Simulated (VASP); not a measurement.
# Sb in VASP: relaxation of the atoms with PBE+D3(BJ)

Aim: the relaxation of the atoms of Sb with PBE+D3(BJ).

Everything below comes from runs of VASP 6.6.1. Logs are shortened: lines on timing, memory, paths and dates and some standing lists are left out, and cuts for length are marked.

### Step 1. The cell of the first run

The cell holds a slab with vacuum, 2 atoms: a = 4.231 Å, b = 4.231 Å, c = 28.000 Å, α = 90.00°, β = 90.00°, γ = 120.00°.

### Step 2. Relaxation of the atoms, PBE+D3(BJ) (biaxial strain +0.040)

Input file INCAR:

```
  PREC = Accurate
  ENCUT = 520
  EDIFF = 1E-6
  ISMEAR = 0
  SIGMA = 0.02
  LREAL = F
  LASPH = T
  NELM = 60
  ALGO = Normal
  ISIF = 2
  LWAVE = F
  LCHARG = F
  LDIPOL = T
  IDIPOL = 3
  DIPOL = 0.5 0.5 0.500
  GGA = PE
  IVDW = 12
  IBRION = 2
  NSW = 60
  EDIFFG = -0.01
```

Input file KPOINTS:

```
Automatic mesh
0
Gamma
  9 9 1
```

Input file POSCAR:

```
Sb
1.0
    4.2314325874      0.0000000000      0.0000000000
   -2.1157162937      3.6645281151      0.0000000000
    0.0000000000      0.0000000000     28.0000000000
Sb
2
Direct
    0.3333333333      0.6666666667      0.5294645393
    0.6666666667      0.3333333333      0.4705354607
```

Potentials or basis: VASP PAW PBE potentials, release 64 (Sb).

Launch:

```console
$ cat potpaw_PBE.64/Sb/POTCAR > POTCAR
$ mpirun -np 1 vasp_std > vasp.out
```

OUTCAR:

```text
PREC = Accurate
   ENCUT = 520
   EDIFF = 1E-6
   ISMEAR = 0
   LREAL = F
   LASPH = T
   NELM = 60
   ISIF = 2
   GGA = PE
   IVDW = 12
   IBRION = 2
   NSW = 60
   EDIFFG = -0.01
 IVDW          = 12

 ion  position               nearest neighbor table
   1  0.333  0.667  0.529-   2 2.95   2 2.95   2 2.95
   2  0.667  0.333  0.471-   1 2.95   1 2.95   1 2.95

  LATTYP: Found a hexagonal cell.
 ALAT       =     4.2314325874
 C/A-ratio  =     6.6171442937

  Lattice vectors:

 A1 = (   4.2314325874,   0.0000000000,   0.0000000000)
 A2 = (  -2.1157162937,   3.6645281151,   0.0000000000)
 A3 = (   0.0000000000,   0.0000000000,  28.0000000000)

Analysis of symmetry for initial positions (statically):
=====================================================================
 Subroutine PRICEL returns:
 Original cell was already a primitive cell.

 Routine SETGRP: Setting up the symmetry group for a
 hexagonal supercell.

 Subroutine GETGRP returns: Found 12 space group operations
 (whereof 12 operations were pure point group operations)
 out of a pool of 24 trial point group operations.

The static configuration has the point symmetry D_3d.

Analysis of symmetry for dynamics (positions and initial velocities):
=====================================================================
 Subroutine PRICEL returns:
 Original cell was already a primitive cell.

 Routine SETGRP: Setting up the symmetry group for a
 hexagonal supercell.

 Subroutine GETGRP returns: Found 12 space group operations
 (whereof 12 operations were pure point group operations)
 out of a pool of 24 trial point group operations.

The dynamic configuration has the point symmetry D_3d.

 Subroutine INISYM returns: Found 12 space group operations
 (whereof 12 operations are pure point group operations),
 and found     1 'primitive' translations

----------------------------------------------------------------------------------------

                                     Primitive cell

  volume of cell :     434.1737

  direct lattice vectors                    reciprocal lattice vectors
     4.231432587  0.000000000  0.000000000     0.236326582  0.136443216  0.000000000
    -2.115716294  3.664528115  0.000000000     0.000000000  0.272886431  0.000000000
     0.000000000  0.000000000 28.000000000     0.000000000  0.000000000  0.035714286

  length of vectors
     4.231432587  4.231432587 28.000000000     0.272886431  0.272886431  0.035714286

  position of ions in fractional coordinates (direct lattice)
     0.333333333  0.666666667  0.529464539
     0.666666667  0.333333333  0.470535461

  ion indices of the primitive-cell ions
   primitive index   ion index
                 1           1
                 2           2

----------------------------------------------------------------------------------------

 KPOINTS: Automatic mesh

Automatic generation of k-mesh.
 Grid dimensions read from file:
 generate k-points for:    9    9    1

 Generating k-lattice:

  Cartesian coordinates                     Fractional coordinates (reciprocal lattice)
     0.026258509  0.015160357  0.000000000     0.111111111  0.000000000  0.000000000
     0.000000000  0.030320715  0.000000000     0.000000000  0.111111111  0.000000000
     0.000000000  0.000000000  0.035714286     0.000000000  0.000000000  1.000000000

  Length of vectors
     0.030320715  0.030320715  0.035714286

  Shift w.r.t. Gamma in fractional coordinates (k-lattice)
     0.000000000  0.000000000  0.000000000

 Subroutine IBZKPT returns following result:
 ===========================================

 Found     12 irreducible k-points:

 Following reciprocal coordinates:
            Coordinates               Weight
  0.000000  0.000000  0.000000      1.000000
  0.111111  0.000000  0.000000      6.000000
  0.222222  0.000000  0.000000      6.000000
  0.333333  0.000000  0.000000      6.000000
  0.444444  0.000000  0.000000      6.000000
  0.111111  0.111111  0.000000      6.000000
  0.222222  0.111111  0.000000     12.000000
  0.333333  0.111111  0.000000     12.000000
  0.444444  0.111111  0.000000      6.000000
  0.222222  0.222222  0.000000      6.000000
  0.333333  0.222222  0.000000     12.000000
  0.333333  0.333333  0.000000      2.000000
   k-points           NKPTS =     12   k-points in BZ     NKDIM =     12   number of bands    NBANDS=      9
   number of dos      NEDOS =    301   number of ions     NIONS =      2
   total plane-waves  NPLWV = 215040
   dimension x,y,z NGX =    32 NGY =   32 NGZ =  210
   dimension x,y,z NGXF=    64 NGYF=   64 NGZF=  420
   ions per type =               2
   NGX,Y,Z   is equivalent  to a cutoff of  12.57, 12.57, 12.47 a.u.
   NGXF,Y,Z  is equivalent  to a cutoff of  25.14, 25.14, 24.94 a.u.
 SYSTEM =  unknown system
   PREC   = accura    normal or accurate (medium, high low for compatibility)
   ISTART =      0    job   : 0-new  1-cont  2-samecut
   ICHARG =      2    charge: 1-file 2-atom 10-const
   ISPIN  =      1    spin polarized calculation?
   LNONCOLLINEAR =      F non collinear calculations
   LSORBIT =      F    spin-orbit coupling
   LASPH  =      T    aspherical Exc in radial PAW
   ENCUT  =  520.0 eV  38.22 Ry    6.18 a.u.   7.87  7.87 52.06*2*pi/ulx,y,z
   NELM   =     60;   NELMIN=  2; NELMDL= -5     # of ELM steps
   EDIFF  = 0.1E-05   stopping-criterion for ELM
   LREAL  =      F    real-space projection
   EDIFFG = -.1E-01   stopping-criterion for IOM
   NSW    =     60    number of steps for IOM
   IBRION =      2    ionic relax: 0-MD 1-quasi-New 2-CG
   NFREE  =      1    steps in history (QN), initial steepest desc. (CG)
   ISIF   =      2    stress and relaxation
   ISYM   =      2    0-nonsym 1-usesym 2-fastsym
   POTIM  = 0.5000    time-step for ionic-motion
   TEBEG  =    0.0;   TEEND  =   0.0 temperature during run
   PSTRESS=    0.0 pullay stress
   NELECT =      10.0000    total number of electrons
   NUPDOWN=      -1.0000    fix difference up-down
   EMIN   =  10.00;   EMAX   =-10.00  energy-range for DOS
   EFERMI =   0.00;   METHOD = LEGACY
   ISMEAR =     0;   SIGMA  =   0.02  broadening in eV -4-tet -1-fermi 0-gaus
   EFERMI_NEDOS =   21; number of points for ismear=-14 and -15
   IALGO  =     38    algorithm
   IMIX   =      4    mixing-type and parameters
     AMIX     =   0.40;   BMIX     =  1.00
     AMIX_MAG =   1.60;   BMIX_MAG =  1.00
  volume/ion in A,a.u.               =     217.09      1464.97
  Fermi-wavevector in a.u.,A,eV,Ry     =   0.465787  0.880209  2.951881  0.216957
  Thomas-Fermi vector in A             =   1.455283
   LORBIT       =      0    0 simple, 1 ext, 2 COOP (PROOUT), +10 PAW based schemes
   GGA     = PE    functional components
   LHFCALC =     F    Hartree Fock is set to
   AEXX    =    0.0000 exact exchange contribution
   IVDW    =    12    specifies the selected vdW correction
   LEPSILON=     F    determine dielectric tensor
   LRPA    =     F    only Hartree local field effects (RPA)
 conjugate gradient relaxation of ions
 non-spin polarized calculation
 Gauss-broadening in eV      SIGMA  =   0.02
  energy-cutoff  :      520.00
  volume of cell :      434.17
 maximum number of plane-waves:     11748
 NGX is ok and might be reduce to    32
   NGX = 15   NGY = 15   NGZ =105

--------------------------------------- Ionic step        1  -------------------------------------------

 number of electron      10.0000000 magnetization

 Free energy of the ion-electron system (eV)
  ---------------------------------------------------
  ext. energy  EPLUGINS =         0.00000000
  ---------------------------------------------------
  free energy    TOTEN  =        -8.07180312 eV

  energy without entropy =       -8.07180312  energy(sigma->0) =       -8.07180312

------------------------ aborting loop because EDIFF is reached ----------------------------------------

 Edisp (eV)   -0.43440

 E8    (eV) :    -0.2163

  FORCE on cell =-STRESS in cart. coord.  units (eV):
  Direction    XX          YY          ZZ          XY          YZ          ZX
  --------------------------------------------------------------------------------------
  -------------------------------------------------------------------------------------
  Total      -1.64640    -1.64640    -0.65854     0.00000     0.00000     0.00000
  in kB      -6.07549    -6.07549    -2.43015     0.00000     0.00000     0.00000
  external pressure =       -4.86 kB  Pullay stress =        0.00 kB
[... 17 lines left out ...]
  FREE ENERGIE OF THE ION-ELECTRON SYSTEM (eV)
  ---------------------------------------------------
  free  energy   TOTEN  =        -8.5062063013 eV

  energy  without entropy=       -8.5062063013  energy(sigma->0) =       -8.50620630

 dipolmoment           0.000000      0.000000      0.000000 electrons x Angstroem

--------------------------------------- Ionic step        2  -------------------------------------------

 number of electron      10.0000000 magnetization

------------------------ aborting loop because EDIFF is reached ----------------------------------------

 Edisp (eV)   -0.43529

 E8    (eV) :    -0.2167
[... 29 lines left out ...]
  energy  without entropy=       -8.5155010341  energy(sigma->0) =       -8.51550103

--------------------------------------- Ionic step        3  -------------------------------------------

 number of electron      10.0000000 magnetization

 dipolmoment           0.000000      0.000000     -0.000000 electrons x Angstroem

 Free energy of the ion-electron system (eV)
  ---------------------------------------------------
  ext. energy  EPLUGINS =         0.00000000
  ---------------------------------------------------
  free energy    TOTEN  =        -8.08040442 eV

  energy without entropy =       -8.08040442  energy(sigma->0) =       -8.08040442

 E-fermi :  -3.4449     XC(G=0):  -1.8865

 val. band max:       -3.5356522355   @ k =   0.0000   0.0000   0.0000
 cond. band min:      -2.1362717883   @ k =   0.0000   0.0000   0.0000
 fundamental gap:      1.3993804472
 Fermi energy:        -3.4449145925

 k-point     1 :       0.0000    0.0000    0.0000
  band No.  band energies     occupation
      1     -14.3138      2.00000
      2      -9.4550      2.00000
      3      -3.6476      2.00000
      4      -3.5357      2.00000
      5      -3.5357      2.00000
      6      -2.1363      0.00000
      7      -0.7177      0.00000
      8      -0.7177      0.00000
      9       1.0958      0.00000
[... 121 lines left out ...]
 k-point    12 :       0.3333    0.3333    0.0000
  band No.  band energies     occupation
      1     -11.7448      2.00000
      2     -11.7448      2.00000
      3      -6.6589      2.00000
      4      -4.9572      2.00000
      5      -4.9572      2.00000
      6      -1.5858      0.00000
      7       0.2658      0.00000
      8       0.2658      0.00000
      9       3.2793      0.00000

------------------------ aborting loop because EDIFF is reached ----------------------------------------

 vacuum level on the upper side and lower side of the slab       (xc-potential included)        -0.007        -0.007

 Edisp (eV)   -0.43552

 E8    (eV) :    -0.2168

  FORCE on cell =-STRESS in cart. coord.  units (eV):
  Direction    XX          YY          ZZ          XY          YZ          ZX
  --------------------------------------------------------------------------------------
  -------------------------------------------------------------------------------------
  Total      -1.37719    -1.37719    -0.01178    -0.00000     0.00000     0.00000
  in kB      -5.08207    -5.08207    -0.04347    -0.00000     0.00000     0.00000
  external pressure =       -3.40 kB  Pullay stress =        0.00 kB
[... 17 lines left out ...]
  FREE ENERGIE OF THE ION-ELECTRON SYSTEM (eV)
  ---------------------------------------------------
  free  energy   TOTEN  =        -8.5159200732 eV

  energy  without entropy=       -8.5159200732  energy(sigma->0) =       -8.51592007

 reached required accuracy - stopping structural energy minimisation

 vacuum level on the upper side and lower side of the slab         1.591         1.591
```

It took 3 min on 1 thread of AMD EPYC 7R43 (Zen 3), shared host; peak memory 0.49 GiB.

Results:

```
Free energy                : -8.5159 eV
Energy gained by relaxing  : 4.9 meV/atom
Ionic steps                : 3
Band gap on the k mesh     : 1.40 eV
Dispersion energy per atom : -0.218 eV
```

Forces in eV/Å, atoms in the order of the input:
```
Sb   0.000  0.000 -0.002
Sb   0.000  0.000  0.002
```

Step by step:
| step | energy change (eV) | largest force (eV/Å) | pressure (GPa) |
| --- | --- | --- | --- |
| 1 | 0.0000 | 0.3975 | -0.49 |
| 2 | -0.0093 | 0.0831 | -0.37 |
| 3 | -0.0097 | 0.0022 | -0.34 |

Final structure:
```cif
data_structure
_symmetry_space_group_name_H-M 'P 1'
_symmetry_Int_Tables_number 1
_cell_length_a 4.2314
_cell_length_b 4.2314
_cell_length_c 28.0000
_cell_angle_alpha 90.000
_cell_angle_beta 90.000
_cell_angle_gamma 120.000
_cell_volume 434.17
loop_
_atom_site_label
_atom_site_type_symbol
_atom_site_fract_x
_atom_site_fract_y
_atom_site_fract_z
_atom_site_occupancy
Sb1 Sb 0.33333 0.66667 0.52861 1
Sb2 Sb 0.66667 0.33333 0.47139 1
```

Levels at points of the mesh, in eV from the valence-band top:
```csv
k point,band 1,band 2,band 3,band 4,band 5,band 6,band 7,band 8,band 9
"(0.00, 0.00, 0.00)",-10.78,-5.92,-0.11,0.00,0.00,1.40,2.82,2.82,4.63
```

Caveat: the cell differs from its parent crystal (biaxial strain +0.040); spin-orbit coupling is left out, which moves the levels of the heavy elements.
